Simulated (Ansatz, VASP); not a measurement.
Two plane-wave programs on KLi2H6

```xyz
9
Lattice="5.1078 0.0000 0.0000 -2.5539 4.4235 0.0000 0.0000 0.0000 8.8179" Properties=species:S:1:pos:R:3 pbc="T T T"
K     0.0000    0.0000    3.2801
Li    0.0000    2.9490    5.7304
Li    2.5539    1.4745    5.7304
H     0.9995    0.0000    0.2743
H    -0.4997    0.8656    0.2743
H     2.0542    3.5579    0.2743
H     4.1083    0.0000    0.2743
H    -2.0542    3.5579    0.2743
H     0.4997    0.8656    0.2743
```

Alike in both runs: task relaxation of cell and atoms; functional PBE; k mesh 12 × 12 × 4; occupations gaussian, width 0.1 eV; no spin polarisation.

|  | VASP | Ansatz |
| --- | --- | --- |
| version | VASP 6.6.1 | Ansatz 0.2.0 |
| potentials or method | VASP PAW PBE potentials, release 64 (K_sv, Li_sv, H), cutoff 600 eV | scalar-relativistic, plane waves, PAW |
| valence electrons in the cell | 21 | 21 |

```tsv
	VASP	Ansatz	Ansatz less VASP
gap on the k mesh at the Fermi level, each at its own relaxed structure (eV)	none	none	-
relaxed volume (Å³/atom)	21.65	22.00	+0.352
relaxed length of the cell vector where the two differ most in proportion (Å)	4.994	5.021	+0.0274
```

A gap of «none» marks a metal or a gap that the smearing closes.

Noted on VASP's run: the cutoff is under 1.25 times that of the potentials, so the pressure is a little rough.
